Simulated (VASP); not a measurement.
# AlN (Fm-3m) in VASP: single point with r2SCAN

Aim: the single point of AlN with r2SCAN.

The COD entry that gives the cell may itself be a prediction, so a difference from it is no test against experiment.

All numbers are computed with VASP 6.6.1; they aren't measurements. Logs are shortened: lines on timing, memory, paths and dates and some standing lists are left out, and cuts for length are marked.

## Step 1: The cell of the first run

It takes space group Fm-3m (No. 225, cubic). The conventional cell has a = 3.938 Å, b = 3.938 Å, c = 3.938 Å, α = 90.00°, β = 90.00°, γ = 90.00°. Within 2.6 Å of Al (site symmetry m-3m) lie 6 N at 1.97 Å. N (site symmetry m-3m) has 6 Al at 1.97 Å within 2.6 Å.

## Step 2: Single point, r2SCAN

Input file POSCAR:

```
AlN
1.0
    2.7845870000      0.0000000000      0.0000000000
    1.3922935000      2.4115230810      0.0000000000
    1.3922935000      0.8038410270      2.2736057648
Al N
1 1
Direct
    0.0000000000      0.0000000000      0.0000000000
    0.5000000000      0.5000000000      0.5000000000
```

Input file INCAR.step1:

```
ALGO     = Normal         # electronic algorithm
EDIFF    = 1E-4           # SCF threshold, eV
ENCUT    = 520            # plane-wave cutoff, eV
GGA      = PE             # functional
ISMEAR   = 0              # smearing method
LASPH    = T              # aspherical terms in the spheres
LCHARG   = F              # write CHGCAR
LREAL    = F              # projectors in reciprocal space
LWAVE    = T              # write WAVECAR
NBANDS   = 11             # bands
NELM     = 100            # most SCF steps
PREC     = Accurate       # precision mode
SIGMA    = 0.01           # smearing width, eV
```

Input file INCAR.step2:

```
ALGO     = Normal         # electronic algorithm
EDIFF    = 1E-7           # SCF threshold, eV
ENCUT    = 520            # plane-wave cutoff, eV
ISIF     = 2              # what is computed and relaxed
ISMEAR   = 0              # smearing method
ISTART   = 1            
LASPH    = T              # aspherical terms in the spheres
LCHARG   = T              # write CHGCAR
LELF     = T              # ELF
LMIXTAU  = T            
LREAL    = F              # projectors in reciprocal space
LVHAR    = T            
LWAVE    = F              # write WAVECAR
METAGGA  = R2SCAN         # meta-GGA
NBANDS   = 11             # bands
NELM     = 100            # most SCF steps
PREC     = Accurate       # precision mode
SIGMA    = 0.01           # smearing width, eV
```

Input file KPOINTS:

```
k-points
0
Gamma
  10 10 10
```

Potentials or basis: VASP PAW PBE potentials, release 64 (Al, N).

Command:

```
> cat potpaw_PBE.64/Al/POTCAR potpaw_PBE.64/N/POTCAR > POTCAR
> cp INCAR.step1 INCAR
> mpirun -np 1 vasp_std > vasp.out
> cp INCAR.step2 INCAR
> mpirun -np 1 vasp_std > vasp.out
```

OUTCAR:

```text
EDIFF = 1E-7
   ENCUT = 520
   ISIF = 2
   ISMEAR = 0
   ISTART = 1
   LASPH = T
   LREAL = F
   METAGGA = R2SCAN
   NELM = 100
   PREC = Accurate

 ion  position               nearest neighbor table
   1  0.000  0.000  0.000-   2 1.97   2 1.97   2 1.97   2 1.97   2 1.97   2 1.97
   2  0.500  0.500  0.500-   1 1.97   1 1.97   1 1.97   1 1.97   1 1.97   1 1.97

  LATTYP: Found a face centered cubic cell.
 ALAT       =     3.9380007009

  Lattice vectors:

 A1 = (   2.7845870000,   0.0000000000,   0.0000000000)
 A2 = (   1.3922935000,   2.4115230810,   0.0000000000)
 A3 = (   1.3922935000,   0.8038410270,   2.2736057648)

Analysis of symmetry for initial positions (statically):
=====================================================================
 Subroutine PRICEL returns:
 Original cell was already a primitive cell.

 Routine SETGRP: Setting up the symmetry group for a
 face centered cubic supercell.

 Subroutine GETGRP returns: Found 48 space group operations
 (whereof 48 operations were pure point group operations)
 out of a pool of 48 trial point group operations.

The static configuration has the point symmetry O_h .

Analysis of symmetry for dynamics (positions and initial velocities):
=====================================================================
 Subroutine PRICEL returns:
 Original cell was already a primitive cell.

 Routine SETGRP: Setting up the symmetry group for a
 face centered cubic supercell.

 Subroutine GETGRP returns: Found 48 space group operations
 (whereof 48 operations were pure point group operations)
 out of a pool of 48 trial point group operations.

The dynamic configuration has the point symmetry O_h .

 Subroutine INISYM returns: Found 48 space group operations
 (whereof 48 operations are pure point group operations),
 and found     1 'primitive' translations

----------------------------------------------------------------------------------------

                                     Primitive cell

  volume of cell :      15.2675

  direct lattice vectors                    reciprocal lattice vectors
     2.784587000  0.000000000  0.000000000     0.359119683 -0.207337846 -0.146609997
     1.392293500  2.411523081  0.000000000     0.000000000  0.414675691 -0.146609997
     1.392293500  0.803841027  2.273605765     0.000000000  0.000000000  0.439829990

  length of vectors
     2.784587000  2.784587000  2.784587000     0.439829990  0.439829990  0.439829990

  position of ions in fractional coordinates (direct lattice)
     0.000000000  0.000000000  0.000000000
     0.500000000  0.500000000  0.500000000

  ion indices of the primitive-cell ions
   primitive index   ion index
                 1           1
                 2           2

----------------------------------------------------------------------------------------

 KPOINTS: k-points

Automatic generation of k-mesh.
 Grid dimensions read from file:
 generate k-points for:   10   10   10

 Generating k-lattice:

  Cartesian coordinates                     Fractional coordinates (reciprocal lattice)
     0.035911968 -0.020733785 -0.014661000     0.100000000  0.000000000  0.000000000
     0.000000000  0.041467569 -0.014661000     0.000000000  0.100000000  0.000000000
     0.000000000  0.000000000  0.043982999     0.000000000  0.000000000  0.100000000

  Length of vectors
     0.043982999  0.043982999  0.043982999

  Shift w.r.t. Gamma in fractional coordinates (k-lattice)
     0.000000000  0.000000000  0.000000000

 Subroutine IBZKPT returns following result:
 ===========================================

 Found     47 irreducible k-points:

 Following reciprocal coordinates:
            Coordinates               Weight
  0.000000  0.000000  0.000000      1.000000
  0.100000 -0.000000 -0.000000      8.000000
  0.200000 -0.000000 -0.000000      8.000000
  0.300000  0.000000 -0.000000      8.000000
  0.400000 -0.000000 -0.000000      8.000000
  0.500000  0.000000  0.000000      4.000000
[... 16 lines left out ...]
  0.300000  0.300000  0.000000      6.000000
  0.400000  0.300000 -0.000000     24.000000
 [... further k-points ...]
   k-points           NKPTS =     47   k-points in BZ     NKDIM =     47   number of bands    NBANDS=     11
   number of dos      NEDOS =    301   number of ions     NIONS =      2
   total plane-waves  NPLWV =  13824
   dimension x,y,z NGX =    24 NGY =   24 NGZ =   24
   dimension x,y,z NGXF=    48 NGYF=   48 NGZF=   48
   ions per type =               1   1
   NGX,Y,Z   is equivalent  to a cutoff of  14.33, 14.33, 14.33 a.u.
   NGXF,Y,Z  is equivalent  to a cutoff of  28.66, 28.66, 28.66 a.u.
 SYSTEM =  unknown system
   PREC   = accura    normal or accurate (medium, high low for compatibility)
   ISTART =      1    job   : 0-new  1-cont  2-samecut
   ICHARG =      0    charge: 1-file 2-atom 10-const
   ISPIN  =      1    spin polarized calculation?
   LNONCOLLINEAR =      F non collinear calculations
   LSORBIT =      F    spin-orbit coupling
   LASPH  =      T    aspherical Exc in radial PAW
   ENCUT  =  520.0 eV  38.22 Ry    6.18 a.u.   5.18  5.18  5.18*2*pi/ulx,y,z
   NELM   =    100;   NELMIN=  2; NELMDL=  0     # of ELM steps
   EDIFF  = 0.1E-06   stopping-criterion for ELM
   LREAL  =      F    real-space projection
   EDIFFG = 0.1E-05   stopping-criterion for IOM
   NSW    =      0    number of steps for IOM
   IBRION =     -1    ionic relax: 0-MD 1-quasi-New 2-CG
   NFREE  =      0    steps in history (QN), initial steepest desc. (CG)
   ISIF   =      2    stress and relaxation
   ISYM   =      2    0-nonsym 1-usesym 2-fastsym
   POTIM  = 0.5000    time-step for ionic-motion
   TEBEG  =    0.0;   TEEND  =   0.0 temperature during run
   PSTRESS=    0.0 pullay stress
   NELECT =       8.0000    total number of electrons
   NUPDOWN=      -1.0000    fix difference up-down
   EMIN   =  10.00;   EMAX   =-10.00  energy-range for DOS
   EFERMI =   0.00;   METHOD = LEGACY
   ISMEAR =     0;   SIGMA  =   0.01  broadening in eV -4-tet -1-fermi 0-gaus
   EFERMI_NEDOS =   21; number of points for ismear=-14 and -15
   IALGO  =     38    algorithm
   IMIX   =      4    mixing-type and parameters
     AMIX     =   0.40;   BMIX     =  1.00
     AMIX_MAG =   1.60;   BMIX_MAG =  1.00
  volume/ion in A,a.u.               =       7.63        51.52
  Fermi-wavevector in a.u.,A,eV,Ry     =   1.319823  2.494104 23.700435  1.741933
  Thomas-Fermi vector in A             =   2.449693
   LORBIT       =      0    0 simple, 1 ext, 2 COOP (PROOUT), +10 PAW based schemes
   METAGGA = R2SCAN    functional components
   LHFCALC =     F    Hartree Fock is set to
   AEXX    =    0.0000 exact exchange contribution
   IVDW    =     0    specifies the selected vdW correction
   LEPSILON=     F    determine dielectric tensor
   LRPA    =     F    only Hartree local field effects (RPA)
 non-spin polarized calculation
 Gauss-broadening in eV      SIGMA  =   0.01
  energy-cutoff  :      520.00
  volume of cell :       15.27
 maximum number of plane-waves:       424
 NGX is ok and might be reduce to    24
   NGX = 11   NGY = 11   NGZ = 11

 number of electron       8.0000000 magnetization

 Free energy of the ion-electron system (eV)
  ---------------------------------------------------
  ext. energy  EPLUGINS =         0.00000000
  ---------------------------------------------------
  free energy    TOTEN  =       -18.81758083 eV

  energy without entropy =      -18.81758083  energy(sigma->0) =      -18.81758083

 E-fermi :  10.9954     XC(G=0): -13.2776

 val. band max:       10.8262316858   @ k =   0.0000   0.0000   0.0000
 cond. band min:      16.6654724443   @ k =   0.5000   0.5000   0.0000
 fundamental gap:      5.8392407586
 Fermi energy:        10.9953890016

 k-point     1 :       0.0000    0.0000    0.0000
  band No.  band energies     occupation
      1      -8.3273      2.00000
      2      10.8262      2.00000
      3      10.8262      2.00000
      4      10.8262      2.00000
      5      18.5809      0.00000
      6      24.0046      0.00000
      7      24.0046      0.00000
      8      24.0046      0.00000
      9      30.0180      0.00000
     10      30.0260      0.00000
     11      30.0260      0.00000

 k-point     2 :       0.1000   -0.0000   -0.0000
  band No.  band energies     occupation
      1      -8.1021      2.00000
      2       9.7800      2.00000
      3      10.6763      2.00000
      4      10.6763      2.00000
      5      19.1598      0.00000
      6      23.1929      0.00000
      7      24.3698      0.00000
      8      24.3698      0.00000
      9      28.8369      0.00000
     10      28.8369      0.00000
     11      31.5438      0.00000

 k-point     3 :       0.2000   -0.0000   -0.0000
  band No.  band energies     occupation
      1      -7.4476      2.00000
      2       7.4786      2.00000
      3      10.3133      2.00000
      4      10.3133      2.00000
      5      19.5059      0.00000
      6      23.1182      0.00000
      7      24.8085      0.00000
      8      24.8085      0.00000
      9      28.1891      0.00000
     10      28.1891      0.00000
     11      31.2068      0.00000

 k-point     4 :       0.3000    0.0000   -0.0000
  band No.  band energies     occupation
      1      -6.4453      2.00000
      2       4.9305      2.00000
      3       9.9119      2.00000
      4       9.9119      2.00000
      5      18.9270      0.00000
      6      24.2758      0.00000
      7      24.2758      0.00000
      8      24.5925      0.00000
      9      29.7204      0.00000
     10      29.7205      0.00000
     11      30.2497      0.00000

 k-point     5 :       0.4000   -0.0000   -0.0000
  band No.  band energies     occupation
      1      -5.3329      2.00000
      2       2.7828      2.00000
      3       9.6171      2.00000
      4       9.6171      2.00000
      5      18.4336      0.00000
      6      23.6489      0.00000
      7      23.6489      0.00000
      8      26.0892      0.00000
      9      29.5401      0.00000
     10      32.2291      0.00000
     11      32.2291      0.00000
[... 211 lines left out ...]
 k-point    21 :      -0.3000    0.2000    0.0000
  band No.  band energies     occupation
      1      -5.1019      2.00000
      2       3.9660      2.00000
      3       6.7791      2.00000
      4       9.4694      2.00000
      5      20.5326      0.00000
      6      22.3823      0.00000
      7      24.3217      0.00000
      8      25.0256      0.00000
      9      29.4312      0.00000
     10      32.3956      0.00000
     11      34.5126      0.00000

 k-point    22 :      -0.2000    0.2000    0.0000
  band No.  band energies     occupation
      1      -6.1217      2.00000
      2       5.5331      2.00000
      3       7.5629      2.00000
      4       9.9610      2.00000
      5      21.2348      0.00000
      6      22.0956      0.00000
      7      23.7108      0.00000
      8      25.2675      0.00000
      9      27.1628      0.00000
     10      32.0939      0.00000
     11      34.3369      0.00000

 k-point    23 :       0.3000    0.3000    0.0000
  band No.  band energies     occupation
      1      -5.8569      2.00000
      2       5.6084      2.00000
      3       8.5680      2.00000
      4       8.5680      2.00000
      5      18.1857      0.00000
      6      19.5341      0.00000
      7      24.7121      0.00000
      8      28.6700      0.00000
      9      28.6700      0.00000
     10      33.0399      0.00000
     11      37.8068      0.00000

 k-point    24 :       0.4000    0.3000   -0.0000
  band No.  band energies     occupation
      1      -5.0280      2.00000
      2       4.4571      2.00000
      3       7.7278      2.00000
      4       8.2776      2.00000
      5      18.0418      0.00000
      6      19.1603      0.00000
      7      25.1576      0.00000
      8      28.6838      0.00000
      9      29.6821      0.00000
     10      34.6549      0.00000
     11      38.4565      0.00000

 [... further k-points ...]
[... 5 lines left out ...]
  --------------------------------------------------------------------------------------
  -------------------------------------------------------------------------------------
  Total        2.2020355      2.2020355      2.2020355      0.0000000      0.0000000     -0.0000000
  in kB      231.0827429    231.0827429    231.0827429      0.0000000      0.0000000     -0.0000000
  external PRESSURE =     231.0827429 kB  Pullay stress =       0.0000000 kB

 VOLUME and BASIS-vectors are now :
 -----------------------------------------------------------------------------
  energy-cutoff  :      520.00
  volume of cell :       15.27
      direct lattice vectors                 reciprocal lattice vectors
     2.784587000  0.000000000  0.000000000     0.359119683 -0.207337846 -0.146609997
     1.392293500  2.411523081  0.000000000     0.000000000  0.414675691 -0.146609997
     1.392293500  0.803841027  2.273605765     0.000000000  0.000000000  0.439829990

 POSITION                                       TOTAL-FORCE (eV/Angst)
 -----------------------------------------------------------------------------------
      0.00000      0.00000      0.00000         0.000000     -0.000000      0.000000
      2.78459      1.60768      1.13680        -0.000000      0.000000      0.000000
 -----------------------------------------------------------------------------------
    total drift:                               -0.000000      0.000000     -0.000000

  FREE ENERGIE OF THE ION-ELECTRON SYSTEM (eV)
  ---------------------------------------------------
  free  energy   TOTEN  =       -18.8175808290 eV

  energy  without entropy=      -18.8175808290  energy(sigma->0) =      -18.81758083
```

Run time: 48 s. Hardware: 1 thread of Intel Xeon 6975P-C, shared host; peak memory 0.14 GiB.

Results:

- Free energy: -18.8176 eV
- Pressure: 23.1 GPa
- Band gap on the k mesh: 5.84 eV, indirect (least direct gap 7.75 eV)

Levels at points of the mesh, in eV from the valence-band top:
```csv
k point,band 2,band 3,band 4,band 5,band 6,band 7
"(0.00, 0.00, 0.00)",0.00,0.00,0.00,7.75,13.18,13.18
"(0.50, 0.00, 0.00)",-8.98,-1.32,-1.32,7.44,12.59,12.59
"(0.50, 0.50, 0.00)",-8.10,-3.11,-3.11,5.84,6.31,16.42
```

Caveat: the PAW data sets were made with another functional, which shifts forces and pressure a little. r2SCAN opens gaps a little over a GGA but as a rule still falls short of measured ones.
